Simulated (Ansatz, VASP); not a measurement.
# Two plane-wave programs on Al14Cu

```xyz
15
Lattice="4.2330 2.4439 0.0000 -4.2330 2.4439 0.0000 0.0000 0.0000 21.2167" Properties=species:S:1:pos:R:3 pbc="T T T"
Al    0.0021    0.0012    5.9917
Al   -1.4131    2.4451    5.9917
Al    1.4110    2.4415    5.9917
Al   -2.8220    3.2586    8.3280
Al    0.0000    3.2586    8.3278
Al   -1.4110    0.8146    8.3278
Al   -1.4107    4.0734   10.6229
Al   -2.8220    1.6289   10.6229
Al   -0.0003    1.6295   10.6229
Al    0.0104    0.0060   12.9348
Al   -1.4214    2.4500   12.9348
Al    1.4110    2.4319   12.9348
Al    0.0000    3.2586   15.2512
Al   -1.4110    0.8146   15.2512
Cu   -2.8220    3.2586   14.9903
```

Alike in both runs: functional r2SCAN; k mesh 9 × 9 × 1; occupations methfessel-paxton of order 1, width 0.1 eV; no spin polarisation.

Ansatz relaxed the structure, and its values are those at the end. VASP's run is a single point on that final structure, the one shown.

```csv
,VASP,Ansatz
version,VASP 6.6.1,Ansatz 0.2.0
potentials or method,"VASP PAW PBE potentials, release 64 (Al, Cu), cutoff 520 eV","scalar-relativistic, plane waves, PAW"
valence electrons in the cell,53,61
```

|  | VASP | Ansatz | Ansatz less VASP |
| --- | --- | --- | --- |
| gap on the k mesh at the Fermi level (eV) | none | none | - |
| rms of the force components (eV/Å) | 0.004 | 0.001 | -0.0030 |

VASP's potentials were made for PBE, not for r2SCAN. A gap of «none» marks a metal or a gap that the smearing closes. VASP's potentials hold 53 valence electrons a cell and Ansatz's 61, so a difference there can come from the potentials and not from the codes. Ansatz's warnings: vacuum density over bound, xc potential rough in thin density.
